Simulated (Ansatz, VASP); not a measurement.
**Bi in VASP and in Ansatz**

```
Bi
1.0
     0.00000    3.58575    3.58575
     3.58575    0.00000    3.58575
     3.58575    3.58575    0.00000
Bi
2
Direct
  0.12500 0.12500 0.12500
  0.87500 0.87500 0.87500
```

Alike in both runs: functional PBEsol; k mesh 8 × 8 × 8; occupations fermi-dirac, width 0.1 eV; no spin polarisation.

Ansatz relaxed the structure, and its values are those at the end. VASP's run is a single point on that final structure, the one shown.

|  | VASP | Ansatz |
| --- | --- | --- |
| version | VASP 6.6.1 | Ansatz 0.2.0 |
| potentials or method | VASP PAW PBE potentials, release 64 (Bi_d), cutoff 520 eV | plane waves (420 eV) with PAW, scalar-relativistic |
| valence electrons in the cell | 30 | 30 |

```csv
,VASP,Ansatz,Ansatz less VASP
pressure (GPa),-0.1,0.0,+0.07
```

VASP's potentials were made for PBE, not for PBEsol, and Ansatz warns of the same on its side.

Spin-orbit coupling is off throughout.
